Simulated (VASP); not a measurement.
**Au: single point with r2SCAN**

Au:

```
CELL_PARAMETERS angstrom
0.00000 2.06152 2.06152
2.06152 0.00000 2.06152
2.06152 2.06152 0.00000
ATOMIC_POSITIONS crystal
Au 0.00000 0.00000 0.00000
```

* Program: VASP 6.6.1
* Task: single point
* Functional: r2SCAN
* Potentials or basis: VASP PAW PBE potentials, release 64 (Au)
* Cutoff: 520 eV
* k mesh: 13 × 13 × 13
* Occupations: gaussian, width 0.03 eV
* Spin: no spin polarisation

The pressure is 0.1 GPa.

Levels at points of the mesh, in eV from the Fermi level:
```
           k point  band 2  band 3  band 4  band 5  band 6  band 7  band 8  band 9  band 10  band 11
(0.00, 0.00, 0.00)   -4.93   -4.93   -4.93   -3.48   -3.48   15.22   19.15   19.15    19.15    24.33
```

Wall time 2.4 min on 1 thread of AMD EPYC 7R13, with other jobs on the host, peak memory 0.12 GiB.

Caveat: the PAW data sets were made with another functional, which shifts forces and pressure a little; spin-orbit coupling is left out, which moves the levels of the heavy elements.
